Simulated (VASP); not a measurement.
# GaIO (P4/nmm) in VASP: single point with PBE

Aim: the single point of GaIO with PBE.

All numbers are computed with VASP 6.6.1; they aren't measurements. Logs are shortened: lines on timing, memory, paths and dates and some standing lists are left out, and cuts for length are marked.

## (1) The cell of the first run

The structure is tetragonal, space group P4/nmm (No. 129). Conventional cell: a = 3.649 Å, b = 3.649 Å, c = 9.860 Å, α = 90.00°, β = 90.00°, γ = 90.00°. Within 2.7 Å of O (site symmetry -4m2) lie 4 Ga at 2.04 Å and 4 O at 2.58 Å. Within 2.7 Å of Ga (site symmetry 4mm) lie 4 O at 2.04 Å. I (site symmetry 4mm) has 5 Ga at 3.25 to 3.79 Å and 4 O at 3.41 Å and 4 I at 3.65 Å within 4.3 Å.

## (2) Single point, PBE

Contents of INCAR:

```
SYSTEM = GaIO
  PREC = Accurate
  ENCUT = 520
  EDIFF = 1E-6
  ISMEAR = -1
  SIGMA = 0.1
  LREAL = .False.
  LASPH = .True.
  NELM = 80
  ALGO = Normal
  ISIF = 2
  LWAVE = .False.
  LCHARG = .False.
  GGA = PE
  NBANDS = 35
```

Contents of KPOINTS:

```
regular mesh
0
Gamma
  8 8 4
  0 0 0
```

Contents of POSCAR:

```
GaIO
1.0
    3.6486095610      0.0000000000      0.0000000000
    0.0000000000      3.6486095610      0.0000000000
    0.0000000000      0.0000000000      9.8599789440
O Ga I
2 2 2
Direct
    0.0000000000      0.0000000000      0.0000000000
    0.5000000000      0.5000000000      0.0000000000
    0.0000000000      0.5000000000      0.0919332128
    0.5000000000      0.0000000000      0.9080667872
    0.0000000000      0.5000000000      0.7072416053
    0.5000000000      0.0000000000      0.2927583947
```

Potentials or basis: VASP PAW PBE potentials, release 64 (O, Ga_d, I).

Command:

```console
> cat potpaw_PBE.64/O/POTCAR potpaw_PBE.64/Ga_d/POTCAR potpaw_PBE.64/I/POTCAR > POTCAR
> mpirun -np 1 vasp_std > vasp.out
```

OUTCAR:

```text
SYSTEM = GaIO
   PREC = Accurate
   ENCUT = 520
   EDIFF = 1E-6
   ISMEAR = -1
   LREAL = .False.
   LASPH = .True.
   NELM = 80
   ISIF = 2
   GGA = PE

 ion  position               nearest neighbor table
   1  0.000  0.000  0.000-   3 2.04   4 2.04   3 2.04   4 2.04
   2  0.500  0.500  0.000-   3 2.04   4 2.04   4 2.04   3 2.04
   3  0.000  0.500  0.092-   1 2.04   2 2.04   1 2.04   2 2.04
   4  0.500  0.000  0.908-   1 2.04   2 2.04   2 2.04   1 2.04
   5  0.000  0.500  0.707-
   6  0.500  0.000  0.293-

  LATTYP: Found a simple tetragonal cell.
 ALAT       =     3.6486095610
 C/A-ratio  =     2.7023935500

  Lattice vectors:

 A1 = (   3.6486095610,   0.0000000000,   0.0000000000)
 A2 = (   0.0000000000,   3.6486095610,   0.0000000000)
 A3 = (   0.0000000000,   0.0000000000,   9.8599789440)

Analysis of symmetry for initial positions (statically):
=====================================================================
 Subroutine PRICEL returns:
 Original cell was already a primitive cell.

 Routine SETGRP: Setting up the symmetry group for a
 simple tetragonal supercell.

 Subroutine GETGRP returns: Found 16 space group operations
 (whereof  8 operations were pure point group operations)
 out of a pool of 16 trial point group operations.

The static configuration has the point symmetry D_2d.
 The point group associated with its full space group is D_4h.

Analysis of symmetry for dynamics (positions and initial velocities):
=====================================================================
 Subroutine PRICEL returns:
 Original cell was already a primitive cell.

 Routine SETGRP: Setting up the symmetry group for a
 simple tetragonal supercell.

 Subroutine GETGRP returns: Found 16 space group operations
 (whereof  8 operations were pure point group operations)
 out of a pool of 16 trial point group operations.

The dynamic configuration has the point symmetry D_2d.
 The point group associated with its full space group is D_4h.

 Subroutine INISYM returns: Found 16 space group operations
 (whereof  8 operations are pure point group operations),
 and found     1 'primitive' translations

----------------------------------------------------------------------------------------

                                     Primitive cell

  volume of cell :     131.2595

  direct lattice vectors                    reciprocal lattice vectors
     3.648609561  0.000000000  0.000000000     0.274077010  0.000000000  0.000000000
     0.000000000  3.648609561  0.000000000     0.000000000  0.274077010  0.000000000
     0.000000000  0.000000000  9.859978944     0.000000000  0.000000000  0.101420095

  length of vectors
     3.648609561  3.648609561  9.859978944     0.274077010  0.274077010  0.101420095

  position of ions in fractional coordinates (direct lattice)
     0.000000000  0.000000000  0.000000000
     0.500000000  0.500000000  0.000000000
     0.000000000  0.500000000  0.091933213
     0.500000000  0.000000000  0.908066787
     0.000000000  0.500000000  0.707241605
     0.500000000  0.000000000  0.292758395

  ion indices of the primitive-cell ions
   primitive index   ion index
                 1           1
                 2           2
                 3           3
                 4           4
                 5           5
                 6           6

----------------------------------------------------------------------------------------

 KPOINTS: regular mesh

Automatic generation of k-mesh.
 Grid dimensions read from file:
 generate k-points for:    8    8    4

 Generating k-lattice:

  Cartesian coordinates                     Fractional coordinates (reciprocal lattice)
     0.034259626  0.000000000  0.000000000     0.125000000  0.000000000  0.000000000
     0.000000000  0.034259626  0.000000000     0.000000000  0.125000000  0.000000000
     0.000000000  0.000000000  0.025355024     0.000000000  0.000000000  0.250000000

  Length of vectors
     0.034259626  0.034259626  0.025355024

  Shift w.r.t. Gamma in fractional coordinates (k-lattice)
     0.000000000  0.000000000  0.000000000

 Subroutine IBZKPT returns following result:
 ===========================================

 Found     45 irreducible k-points:

 Following reciprocal coordinates:
            Coordinates               Weight
  0.000000  0.000000  0.000000      1.000000
  0.125000  0.000000  0.000000      4.000000
  0.250000  0.000000  0.000000      4.000000
  0.375000  0.000000  0.000000      4.000000
  0.500000  0.000000  0.000000      2.000000
  0.125000  0.125000  0.000000      4.000000
[... 16 lines left out ...]
  0.375000  0.125000  0.250000     16.000000
  0.500000  0.125000  0.250000      8.000000
 [... further k-points ...]
   k-points           NKPTS =     45   k-points in BZ     NKDIM =     45   number of bands    NBANDS=     35
   number of dos      NEDOS =    301   number of ions     NIONS =      6
   total plane-waves  NPLWV =  62720
   dimension x,y,z NGX =    28 NGY =   28 NGZ =   80
   dimension x,y,z NGXF=    56 NGYF=   56 NGZF=  160
   ions per type =               2   2   2
   NGX,Y,Z   is equivalent  to a cutoff of  12.76, 12.76, 13.49 a.u.
   NGXF,Y,Z  is equivalent  to a cutoff of  25.52, 25.52, 26.98 a.u.
 SYSTEM =  GaIO
   PREC   = accura    normal or accurate (medium, high low for compatibility)
   ISTART =      0    job   : 0-new  1-cont  2-samecut
   ICHARG =      2    charge: 1-file 2-atom 10-const
   ISPIN  =      1    spin polarized calculation?
   LNONCOLLINEAR =      F non collinear calculations
   LSORBIT =      F    spin-orbit coupling
   LASPH  =      T    aspherical Exc in radial PAW
   ENCUT  =  520.0 eV  38.22 Ry    6.18 a.u.   6.78  6.78 18.33*2*pi/ulx,y,z
   NELM   =     80;   NELMIN=  2; NELMDL= -5     # of ELM steps
   EDIFF  = 0.1E-05   stopping-criterion for ELM
   LREAL  =      F    real-space projection
   EDIFFG = 0.1E-04   stopping-criterion for IOM
   NSW    =      0    number of steps for IOM
   IBRION =     -1    ionic relax: 0-MD 1-quasi-New 2-CG
   NFREE  =      0    steps in history (QN), initial steepest desc. (CG)
   ISIF   =      2    stress and relaxation
   ISYM   =      2    0-nonsym 1-usesym 2-fastsym
   POTIM  = 0.5000    time-step for ionic-motion
   TEBEG  =    0.0;   TEEND  =   0.0 temperature during run
   PSTRESS=    0.0 pullay stress
   NELECT =      52.0000    total number of electrons
   NUPDOWN=      -1.0000    fix difference up-down
   EMIN   =  10.00;   EMAX   =-10.00  energy-range for DOS
   EFERMI =   0.00;   METHOD = LEGACY
   ISMEAR =    -1;   SIGMA  =   0.10  broadening in eV -4-tet -1-fermi 0-gaus
   EFERMI_NEDOS =   21; number of points for ismear=-14 and -15
   IALGO  =     38    algorithm
   IMIX   =      4    mixing-type and parameters
     AMIX     =   0.40;   BMIX     =  1.00
     AMIX_MAG =   1.60;   BMIX_MAG =  1.00
  volume/ion in A,a.u.               =      21.88       147.63
  Fermi-wavevector in a.u.,A,eV,Ry     =   1.202354  2.272120 19.669333  1.445655
  Thomas-Fermi vector in A             =   2.338138
   LORBIT       =      0    0 simple, 1 ext, 2 COOP (PROOUT), +10 PAW based schemes
   GGA     = PE    functional components
   LHFCALC =     F    Hartree Fock is set to
   AEXX    =    0.0000 exact exchange contribution
   IVDW    =     0    specifies the selected vdW correction
   LEPSILON=     F    determine dielectric tensor
   LRPA    =     F    only Hartree local field effects (RPA)
 non-spin polarized calculation
  energy-cutoff  :      520.00
  volume of cell :      131.26
 maximum number of plane-waves:      3573
 NGX is ok and might be reduce to    28
   NGX = 13   NGY = 13   NGZ = 37

 number of electron      51.9999981 magnetization

 Free energy of the ion-electron system (eV)
  ---------------------------------------------------
  ext. energy  EPLUGINS =         0.00000000
  ---------------------------------------------------
  free energy    TOTEN  =       -23.56300962 eV

  energy without entropy =      -23.50151044  energy(sigma->0) =      -23.53226003

 E-fermi :   4.0697     XC(G=0):  -9.3381

 val. band max:        4.0023171600   @ k =   0.2500   0.0000   0.5000
 cond. band min:       4.0876544035   @ k =   0.3750   0.3750   0.0000
 fundamental gap:      0.0853372435
 Fermi energy:         4.0697145195

 k-point     1 :       0.0000    0.0000    0.0000
  band No.  band energies     occupation
      1     -16.3136      2.00000
      2     -14.4958      2.00000
      3     -11.1237      2.00000
      4     -11.1237      2.00000
      5     -11.0786      2.00000
      6     -10.9900      2.00000
[... 27 lines left out ...]
     34      10.9413      0.00000
     35      10.9413      0.00000

 k-point     2 :       0.1250    0.0000    0.0000
  band No.  band energies     occupation
      1     -16.2362      2.00000
      2     -14.5487      2.00000
      3     -11.1210      2.00000
      4     -11.1122      2.00000
      5     -11.0681      2.00000
      6     -10.9915      2.00000
[... 27 lines left out ...]
     34      11.4548      0.00000
     35      11.4900      0.00000

 k-point     3 :       0.2500    0.0000    0.0000
  band No.  band energies     occupation
      1     -16.0170      2.00000
      2     -14.7106      2.00000
      3     -11.1126      2.00000
      4     -11.0754      2.00000
      5     -11.0419      2.00000
      6     -11.0083      2.00000
[... 27 lines left out ...]
     34      12.1680      0.00000
     35      12.4793      0.00000
[... 723 lines left out ...]
 k-point    23 :       0.3750    0.1250    0.2500
  band No.  band energies     occupation
      1     -15.6437      2.00000
      2     -14.9784      2.00000
      3     -11.0862      2.00000
      4     -11.0383      2.00000
      5     -11.0203      2.00000
      6     -10.9991      2.00000
[... 27 lines left out ...]
     34      11.6455      0.00000
     35      11.9728      0.00000

 k-point    24 :       0.5000    0.1250    0.2500
  band No.  band energies     occupation
      1     -15.2974      2.00000
      2     -15.2974      2.00000
      3     -11.0655      2.00000
      4     -11.0655      2.00000
      5     -10.9846      2.00000
      6     -10.9846      2.00000
[... 27 lines left out ...]
     34      11.3287      0.00000
     35      12.5465      0.00000

 [... further k-points ...]

------------------------ aborting loop because EDIFF is reached ----------------------------------------

  FORCE on cell =-STRESS in cart. coord.  units (eV):
  Direction    XX          YY          ZZ          XY          YZ          ZX
  --------------------------------------------------------------------------------------
  -------------------------------------------------------------------------------------
  Total        0.2636668      0.2636668      0.1369285      0.0000000     -0.0000000      0.0000000
  in kB        3.2183644      3.2183644      1.6713745      0.0000000     -0.0000000      0.0000000
  external PRESSURE =       2.7027011 kB  Pullay stress =       0.0000000 kB

 VOLUME and BASIS-vectors are now :
 -----------------------------------------------------------------------------
  energy-cutoff  :      520.00
  volume of cell :      131.26
      direct lattice vectors                 reciprocal lattice vectors
     3.648609561  0.000000000  0.000000000     0.274077010  0.000000000  0.000000000
     0.000000000  3.648609561  0.000000000     0.000000000  0.274077010  0.000000000
     0.000000000  0.000000000  9.859978944     0.000000000  0.000000000  0.101420095

 POSITION                                       TOTAL-FORCE (eV/Angst)
 -----------------------------------------------------------------------------------
      0.00000      0.00000      0.00000         0.000000     -0.000000      0.000000
      1.82430      1.82430      0.00000         0.000000      0.000000      0.000000
      0.00000      1.82430      0.90646        -0.000000      0.000000      0.072677
      1.82430      0.00000      8.95352         0.000000      0.000000     -0.072677
      0.00000      1.82430      6.97339         0.000000     -0.000000     -0.002987
      1.82430      0.00000      2.88659         0.000000      0.000000      0.002987
 -----------------------------------------------------------------------------------
    total drift:                                0.000000      0.000000     -0.000000

  FREE ENERGIE OF THE ION-ELECTRON SYSTEM (eV)
  ---------------------------------------------------
  free  energy   TOTEN  =       -23.5630096154 eV

  energy  without entropy=      -23.5015104446  energy(sigma->0) =      -23.53226003
```

It took 4.8 min on 1 thread of Oxide Virtual Turin-like, shared host; peak memory 0.31 GiB.

What came out:

```yaml
Free_energy: -23.5630 eV
Pressure: 0.3 GPa
Largest_force: 0.073 eV/Å
Band_gap_on_the_k_mesh: zero (bands 26 and 27 overlap by 0.73 eV)
```

Forces in eV/Å, atoms in the order of the input:
```
O    0.000  0.000  0.000
O    0.000  0.000  0.000
Ga   0.000  0.000  0.073
Ga   0.000  0.000 -0.073
I    0.000  0.000 -0.003
I    0.000  0.000  0.003
```

Caveat: spin-orbit coupling is left out, which moves the levels of the heavy elements; this functional lacks dispersion, which binds the layers, so the pressure and a relaxed spacing across them are unreliable.
